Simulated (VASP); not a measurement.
# Hf (P6_3/mmc) in VASP: a series of runs

Runs on Hf. Level: PBEsol. Tasks: single point, relaxation of cell and atoms.

Everything below comes from runs of VASP 6.6.1. Logs are shortened: lines on timing, memory, paths and dates and some standing lists are left out, and cuts for length are marked.

## 1. The cell of the first run

The structure is hexagonal, space group P6_3/mmc (No. 194). The conventional cell has a = 3.160 Å, b = 3.160 Å, c = 4.998 Å, α = 90.00°, β = 90.00°, γ = 120.00°. Hf (site symmetry -6m2) has 12 Hf at 3.09 to 3.16 Å within 4.1 Å.

## 2. Single point, PBEsol

Input file INCAR:

```
SYSTEM = Hf
ALGO     = Normal         ! electronic algorithm
EDIFF    = 1E-7           ! SCF threshold, eV
ENCUT    = 520            ! plane-wave cutoff, eV
GGA      = PS             ! functional
ISIF     = 2              ! what is computed and relaxed
ISMEAR   = -1             ! smearing method
LASPH    = .TRUE.         ! aspherical terms in the spheres
LCHARG   = .FALSE.        ! write CHGCAR
LREAL    = .FALSE.        ! projectors in reciprocal space
LWAVE    = .FALSE.        ! write WAVECAR
NBANDS   = 17             ! bands
NELM     = 80             ! most SCF steps
PREC     = Accurate       ! precision mode
SIGMA    = 0.05           ! smearing width, eV
```

Input file KPOINTS:

```
k-points
0
G
  14 14 8
  0 0 0
```

Input file POSCAR:

```
Hf
1.0
    3.1595199857      0.0000000000      0.0000000000
   -1.5797599929      2.7362245714      0.0000000000
    0.0000000000      0.0000000000      4.9980466353
Hf
2
Direct
    0.3333333333      0.6666666667      0.2500000000
    0.6666666667      0.3333333333      0.7500000000
```

Potentials or basis: VASP PAW PBE potentials, release 64 (Hf_pv).

Launch:

```bash
$ cat potpaw_PBE.64/Hf_pv/POTCAR > POTCAR
$ mpirun -np 1 vasp_std > vasp.out
```

OUTCAR:

```text
SYSTEM = Hf
   EDIFF = 1E-7
   ENCUT = 520
   GGA = PS
   ISIF = 2
   ISMEAR = -1
   LASPH = .TRUE.
   LREAL = .FALSE.
   NELM = 80
   PREC = Accurate

 ion  position               nearest neighbor table
   1  0.333  0.667  0.250-   2 3.09   2 3.09   2 3.09   2 3.09   2 3.09   2 3.09
   2  0.667  0.333  0.750-   1 3.09   1 3.09   1 3.09   1 3.09   1 3.09   1 3.09

  LATTYP: Found a hexagonal cell.
 ALAT       =     3.1595199857
 C/A-ratio  =     1.5819006235

  Lattice vectors:

 A1 = (   3.1595199857,   0.0000000000,   0.0000000000)
 A2 = (  -1.5797599929,   2.7362245714,   0.0000000000)
 A3 = (   0.0000000000,   0.0000000000,   4.9980466353)

Analysis of symmetry for initial positions (statically):
=====================================================================
 Subroutine PRICEL returns:
 Original cell was already a primitive cell.

 Routine SETGRP: Setting up the symmetry group for a
 hexagonal supercell.

 Subroutine GETGRP returns: Found 24 space group operations
 (whereof 12 operations were pure point group operations)
 out of a pool of 24 trial point group operations.

The static configuration has the point symmetry D_3d.
 The point group associated with its full space group is D_6h.

Analysis of symmetry for dynamics (positions and initial velocities):
=====================================================================
 Subroutine PRICEL returns:
 Original cell was already a primitive cell.

 Routine SETGRP: Setting up the symmetry group for a
 hexagonal supercell.

 Subroutine GETGRP returns: Found 24 space group operations
 (whereof 12 operations were pure point group operations)
 out of a pool of 24 trial point group operations.

The dynamic configuration has the point symmetry D_3d.
 The point group associated with its full space group is D_6h.

 Subroutine INISYM returns: Found 24 space group operations
 (whereof 12 operations are pure point group operations),
 and found     1 'primitive' translations

----------------------------------------------------------------------------------------

                                     Primitive cell

  volume of cell :      43.2089

  direct lattice vectors                    reciprocal lattice vectors
     3.159519986  0.000000000  0.000000000     0.316503774  0.182733539  0.000000000
    -1.579759993  2.736224571  0.000000000     0.000000000  0.365467078  0.000000000
     0.000000000  0.000000000  4.998046635     0.000000000  0.000000000  0.200078165

  length of vectors
     3.159519986  3.159519986  4.998046635     0.365467078  0.365467078  0.200078165

  position of ions in fractional coordinates (direct lattice)
     0.333333333  0.666666667  0.250000000
     0.666666667  0.333333333  0.750000000

  ion indices of the primitive-cell ions
   primitive index   ion index
                 1           1
                 2           2

----------------------------------------------------------------------------------------

 KPOINTS: k-points

Automatic generation of k-mesh.
 Grid dimensions read from file:
 generate k-points for:   14   14    8

 Generating k-lattice:

  Cartesian coordinates                     Fractional coordinates (reciprocal lattice)
     0.022607412  0.013052396  0.000000000     0.071428571  0.000000000  0.000000000
     0.000000000  0.026104791  0.000000000     0.000000000  0.071428571  0.000000000
     0.000000000  0.000000000  0.025009771     0.000000000  0.000000000  0.125000000

  Length of vectors
     0.026104791  0.026104791  0.025009771

  Shift w.r.t. Gamma in fractional coordinates (k-lattice)
     0.000000000  0.000000000  0.000000000

 Subroutine IBZKPT returns following result:
 ===========================================

 Found    120 irreducible k-points:

 Following reciprocal coordinates:
            Coordinates               Weight
  0.000000  0.000000  0.000000      1.000000
  0.071429  0.000000  0.000000      6.000000
  0.142857  0.000000  0.000000      6.000000
  0.214286  0.000000  0.000000      6.000000
  0.285714  0.000000  0.000000      6.000000
  0.357143  0.000000  0.000000      6.000000
[... 16 lines left out ...]
  0.285714  0.285714  0.000000      6.000000
  0.357143  0.285714  0.000000      6.000000
 [... further k-points ...]
   k-points           NKPTS =    120   k-points in BZ     NKDIM =    120   number of bands    NBANDS=     17
   number of dos      NEDOS =    301   number of ions     NIONS =      2
   total plane-waves  NPLWV =  23040
   dimension x,y,z NGX =    24 NGY =   24 NGZ =   40
   dimension x,y,z NGXF=    48 NGYF=   48 NGZF=   80
   ions per type =               2
   NGX,Y,Z   is equivalent  to a cutoff of  12.63, 12.63, 13.30 a.u.
   NGXF,Y,Z  is equivalent  to a cutoff of  25.26, 25.26, 26.61 a.u.
 SYSTEM =  Hf
   PREC   = accura    normal or accurate (medium, high low for compatibility)
   ISTART =      0    job   : 0-new  1-cont  2-samecut
   ICHARG =      2    charge: 1-file 2-atom 10-const
   ISPIN  =      1    spin polarized calculation?
   LNONCOLLINEAR =      F non collinear calculations
   LSORBIT =      F    spin-orbit coupling
   LASPH  =      T    aspherical Exc in radial PAW
   ENCUT  =  520.0 eV  38.22 Ry    6.18 a.u.   5.87  5.87  9.29*2*pi/ulx,y,z
   NELM   =     80;   NELMIN=  2; NELMDL= -5     # of ELM steps
   EDIFF  = 0.1E-06   stopping-criterion for ELM
   LREAL  =      F    real-space projection
   EDIFFG = 0.1E-05   stopping-criterion for IOM
   NSW    =      0    number of steps for IOM
   IBRION =     -1    ionic relax: 0-MD 1-quasi-New 2-CG
   NFREE  =      0    steps in history (QN), initial steepest desc. (CG)
   ISIF   =      2    stress and relaxation
   ISYM   =      2    0-nonsym 1-usesym 2-fastsym
   POTIM  = 0.5000    time-step for ionic-motion
   TEBEG  =    0.0;   TEEND  =   0.0 temperature during run
   PSTRESS=    0.0 pullay stress
   NELECT =      20.0000    total number of electrons
   NUPDOWN=      -1.0000    fix difference up-down
   EMIN   =  10.00;   EMAX   =-10.00  energy-range for DOS
   EFERMI =   0.00;   METHOD = LEGACY
   ISMEAR =    -1;   SIGMA  =   0.05  broadening in eV -4-tet -1-fermi 0-gaus
   EFERMI_NEDOS =   21; number of points for ismear=-14 and -15
   IALGO  =     38    algorithm
   IMIX   =      4    mixing-type and parameters
     AMIX     =   0.40;   BMIX     =  1.00
     AMIX_MAG =   1.60;   BMIX_MAG =  1.00
  volume/ion in A,a.u.               =      21.60       145.79
  Fermi-wavevector in a.u.,A,eV,Ry     =   1.266370  2.393091 21.819551  1.603692
  Thomas-Fermi vector in A             =   2.399574
   LORBIT       =      0    0 simple, 1 ext, 2 COOP (PROOUT), +10 PAW based schemes
   GGA     = PS    functional components
   LHFCALC =     F    Hartree Fock is set to
   AEXX    =    0.0000 exact exchange contribution
   IVDW    =     0    specifies the selected vdW correction
   LEPSILON=     F    determine dielectric tensor
   LRPA    =     F    only Hartree local field effects (RPA)
 non-spin polarized calculation
  energy-cutoff  :      520.00
  volume of cell :       43.21
 maximum number of plane-waves:      1194
 NGX is ok and might be reduce to    24
   NGX = 11   NGY = 11   NGZ = 19

 number of electron      19.9999996 magnetization

 Free energy of the ion-electron system (eV)
  ---------------------------------------------------
  ext. energy  EPLUGINS =         0.00000000
  ---------------------------------------------------
  free energy    TOTEN  =       -21.01368650 eV

  energy without entropy =      -21.00310148  energy(sigma->0) =      -21.00839399

 E-fermi :   5.0035     XC(G=0): -11.5518

 val. band max:        5.0030806179   @ k =   0.0714   0.0000   0.5000
 cond. band min:       5.0219559648   @ k =   0.2143   0.2143   0.5000
 fundamental gap:      0.0188753470
 Fermi energy:         5.0034501507

 k-point     1 :       0.0000    0.0000    0.0000
  band No.  band energies     occupation
      1     -26.0080      2.00000
      2     -25.1678      2.00000
      3     -25.1678      2.00000
      4     -25.0265      2.00000
      5     -25.0239      2.00000
      6     -25.0239      2.00000
[... 9 lines left out ...]
     16       7.6917      0.00000
     17      10.5173      0.00000

 k-point     2 :       0.0714    0.0000    0.0000
  band No.  band energies     occupation
      1     -25.9930      2.00000
      2     -25.1999      2.00000
      3     -25.1786      2.00000
      4     -25.0580      2.00000
      5     -25.0334      2.00000
      6     -25.0281      2.00000
[... 9 lines left out ...]
     16       7.5358      0.00000
     17      10.6464      0.00000

 k-point     3 :       0.1429    0.0000    0.0000
  band No.  band energies     occupation
      1     -25.9497      2.00000
      2     -25.2901      2.00000
      3     -25.2081      2.00000
      4     -25.1515      2.00000
      5     -25.0540      2.00000
      6     -25.0406      2.00000
[... 9 lines left out ...]
     16       7.6059      0.00000
     17      10.9359      0.00000

 k-point     4 :       0.2143    0.0000    0.0000
  band No.  band energies     occupation
      1     -25.8822      2.00000
      2     -25.4205      2.00000
      3     -25.2815      2.00000
      4     -25.2490      2.00000
      5     -25.0885      2.00000
      6     -25.0600      2.00000
[... 9 lines left out ...]
     16       8.2853      0.00000
     17      11.2371      0.00000
[... 343 lines left out ...]
      1     -25.7350      2.00000
      2     -25.5836      2.00000
      3     -25.5292      2.00000
      4     -25.4812      2.00000
      5     -25.3272      2.00000
      6     -25.2842      2.00000
[... 9 lines left out ...]
     16      11.1273      0.00000
     17      11.7971      0.00000

 k-point    23 :       0.2857    0.2857    0.0000
  band No.  band energies     occupation
      1     -25.7018      2.00000
      2     -25.5892      2.00000
      3     -25.5171      2.00000
      4     -25.4820      2.00000
      5     -25.3374      2.00000
      6     -25.3308      2.00000
[... 9 lines left out ...]
     16      11.0379      0.00000
     17      11.7695      0.00000

 k-point    24 :       0.3571    0.2857    0.0000
  band No.  band energies     occupation
      1     -25.7041      2.00000
      2     -25.5455      2.00000
      3     -25.5414      2.00000
      4     -25.4642      2.00000
      5     -25.3850      2.00000
      6     -25.3616      2.00000
[... 9 lines left out ...]
     16      10.9960      0.00000
     17      11.0419      0.00000

 [... further k-points ...]
[... 5 lines left out ...]
  --------------------------------------------------------------------------------------
  -------------------------------------------------------------------------------------
  Total       -0.0901597     -0.0901597     -0.1193316      0.0000000      0.0000000      0.0000000
  in kB       -3.3431031     -3.3431031     -4.4247927      0.0000000      0.0000000      0.0000000
  external PRESSURE =      -3.7036663 kB  Pullay stress =       0.0000000 kB

 VOLUME and BASIS-vectors are now :
 -----------------------------------------------------------------------------
  energy-cutoff  :      520.00
  volume of cell :       43.21
      direct lattice vectors                 reciprocal lattice vectors
     3.159519986  0.000000000  0.000000000     0.316503774  0.182733539  0.000000000
    -1.579759993  2.736224571  0.000000000     0.000000000  0.365467078  0.000000000
     0.000000000  0.000000000  4.998046635     0.000000000  0.000000000  0.200078165

 POSITION                                       TOTAL-FORCE (eV/Angst)
 -----------------------------------------------------------------------------------
     -0.00000      1.82415      1.24951         0.000000      0.000000      0.000000
      1.57976      0.91207      3.74853        -0.000000      0.000000      0.000000
 -----------------------------------------------------------------------------------
    total drift:                               -0.000000      0.000000     -0.000000

  FREE ENERGIE OF THE ION-ELECTRON SYSTEM (eV)
  ---------------------------------------------------
  free  energy   TOTEN  =       -21.0136864965 eV

  energy  without entropy=      -21.0031014826  energy(sigma->0) =      -21.00839399
```

It took 35 s on 1 thread of Intel Xeon Platinum 8488C (Sapphire Rapids), shared host; peak memory 0.21 GiB.

What came out:

| Property | Result |
| --- | --- |
| Free energy | -21.0137 eV |
| Pressure | -0.4 GPa |
| Band gap on the k mesh | zero (band 10 reaches 6.18 eV, above the bottom of band 11 at 4.67 eV) |

Caveat: the PAW data sets were made with another functional, which shifts forces and pressure a little; spin-orbit coupling is left out, which moves the levels of the heavy elements.

## 3. Relaxation of cell and atoms, PBEsol

This run uses another cell than the first one, of 22.38 Å³/atom, 1.036 times its volume.

Input file INCAR:

```
SYSTEM = Hf
  PREC = Accurate
  ENCUT = 600
  EDIFF = 1E-6
  ISMEAR = -1
  SIGMA = 0.05
  LREAL = .FALSE.
  LASPH = .TRUE.
  NELM = 60
  ALGO = Normal
  ISIF = 3
  LWAVE = .FALSE.
  LCHARG = .FALSE.
  GGA = PS
  IBRION = 2
  NSW = 100
  EDIFFG = -0.002
```

Input file KPOINTS:

```
Automatic mesh
0
G
  14 14 8
  0 0 0
```

Input file POSCAR:

```
Hf
1.0
    3.1967000000      0.0000000000      0.0000000000
   -1.5983500000      2.7684234083      0.0000000000
    0.0000000000      0.0000000000      5.0578000000
Hf
2
Direct
    0.3333333333      0.6666666667      0.2500000000
    0.6666666667      0.3333333333      0.7500000000
```

Potentials or basis: VASP PAW PBE potentials, release 64 (Hf_pv).

Launch:

```bash
$ cat potpaw_PBE.64/Hf_pv/POTCAR > POTCAR
$ mpirun -np 1 vasp_std > vasp.out
```

Run time: 3 min. Hardware: 1 thread of Intel Xeon Platinum 8488C (Sapphire Rapids), shared host; peak memory 0.25 GiB.

Results (log left out):

```
Free energy                            : -21.0144 eV
Relaxed volume                         : 21.53 Å³/atom
Relaxed cell                           : a = 3.157 Å, b = 3.157 Å, c = 4.990 Å, α = 90.00°, β = 90.00°, γ = 120.00°
Space group after relaxing (to 0.05 Å) : P6_3/mmc (No. 194)
Energy gained by relaxing              : 11.3 meV/atom
Ionic steps                            : 8
Pressure after relaxing                : 0.0 GPa
Band gap on the k mesh                 : zero (band 10 reaches 6.20 eV, above the bottom of band 11 at 4.70 eV)
```

Step by step:
```tsv
step	energy change (eV)	largest force (eV/Å)	pressure (GPa)	volume (Å³)
1	0.0000	0.0000	-4.16	44.76
2	0.0125	0.0000	5.91	41.10
3	-0.0227	0.0000	-0.04	43.09
4	-0.0227	0.0000	0.05	43.06
5	-0.0227	0.0000	-0.04	43.09
6	-0.0227	0.0000	-0.01	43.07
7	-0.0227	0.0000	-0.02	43.07
8	-0.0227	0.0000	0.00	43.06
```

Final structure:
```
CELL_PARAMETERS angstrom
3.15682 0.00000 0.00000
-1.57841 2.73389 0.00000
0.00000 0.00000 4.98977
ATOMIC_POSITIONS crystal
Hf 0.33333 0.66667 0.25000
Hf 0.66667 0.33333 0.75000
```

Levels at points of the mesh, in eV from the Fermi level:
```csv
k point,band 6,band 7,band 8,band 9,band 10,band 11,band 12,band 13,band 14
"(0.00, 0.00, 0.00)",-30.02,-7.52,-3.84,0.82,1.17,1.17,1.47,2.04,2.04
"(0.50, 0.00, 0.00)",-30.12,-3.43,-2.90,-2.35,-0.73,0.75,0.92,1.75,6.13
"(0.00, 0.00, 0.50)",-30.09,-5.47,-5.47,0.14,0.14,1.05,1.05,1.05,1.05
"(0.50, 0.00, 0.50)",-30.24,-3.54,-3.54,-1.06,-1.06,1.32,1.32,2.71,2.71
```

Caveat: the PAW data sets were made with another functional, which shifts forces and pressure a little; spin-orbit coupling is left out, which moves the levels of the heavy elements.
